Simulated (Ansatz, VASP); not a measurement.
**NiSb in VASP and in Ansatz**

The input INCAR:

```
PREC = Accurate
ENCUT = 600
EDIFF = 1E-6
ISMEAR = 0
SIGMA = 0.1
LREAL = False
LASPH = True
NELM = 60
ALGO = Normal
ISIF = 3
LWAVE = False
LCHARG = False
GGA = PE
IVDW = 12
IBRION = 2
NSW = 70
EDIFFG = -0.005
```

KPOINTS

```
Automatic mesh
0
Gamma
  12 12 8
```

POSCAR

```
NiSb
1.0
    3.9756617256      0.0000000000      0.0000000000
   -1.9878308628      3.4430240513      0.0000000000
    0.0000000000      0.0000000000      5.1568489388
Ni Sb
2 2
Direct
    0.0000000000      0.0000000000      0.0000000000
    0.0000000000      0.0000000000      0.5000000000
    0.3333333333      0.6666666667      0.2500000000
    0.6666666667      0.3333333333      0.7500000000
```

Input for Ansatz:

```yaml
crystal:
  lattice:
    - [3.9756617256, 0.0, 0.0]
    - [-1.9878308628, 3.4430240513, 0.0]
    - [0.0, 0.0, 5.1568489388]
  atoms:
    - { symbol: Ni, position: [0.0, 0.0, 0.0] }
    - { symbol: Ni, position: [0.0, 0.0, 0.5] }
    - { symbol: Sb, position: [0.3333333333, 0.6666666667, 0.25] }
    - { symbol: Sb, position: [0.6666666667, 0.3333333333, 0.75] }
basis:
  ecutwfc: 420
kpoints:
  mp_grid: { grid: [12, 12, 8] }
hamiltonian:
  xc: pbe
  dispersion: d3bj
scf:
  occupations: { method: gaussian, width: 0.1 }
output:
  forces: true
  stress: true
  eigenvalues: true
relax:
  adjacent_minimum: "off"
  f_tol: 0.005
  max_steps: 50
  cell: { stress_tol: 0.05 }
```

Alike in both runs: task relaxation of cell and atoms; functional PBE; dispersion D3(BJ); k mesh 12 × 12 × 8; occupations gaussian, width 0.1 eV; no spin polarisation.

```csv
,VASP,Ansatz
version,VASP 6.6.1,Ansatz 0.2.0
potentials or method,"VASP PAW PBE potentials, release 64 (Ni, Sb), cutoff 600 eV","scalar-relativistic, plane waves, PAW"
valence electrons in the cell,30,66
```

Ansatz gave:

| Quantity | Value |
| --- | --- |
| gap on the k mesh at the Fermi level, each at its own relaxed structure (eV) | none |
| relaxed volume (Å³/atom) | 16.97 |
| relaxed length of the cell vector where the two differ most in proportion (Å) | 3.920 |

Estimate VASP's values.

gap on the k mesh at the Fermi level, each at its own relaxed structure (eV): none; relaxed volume (Å³/atom): 16.96; relaxed length of the cell vector where the two differ most in proportion (Å): 3.917.

A gap of «none» marks a metal or a gap that the smearing closes. VASP's potentials hold 30 valence electrons a cell and Ansatz's 66, so a difference there can come from the potentials and not from the codes.

Spin-orbit coupling is off throughout.
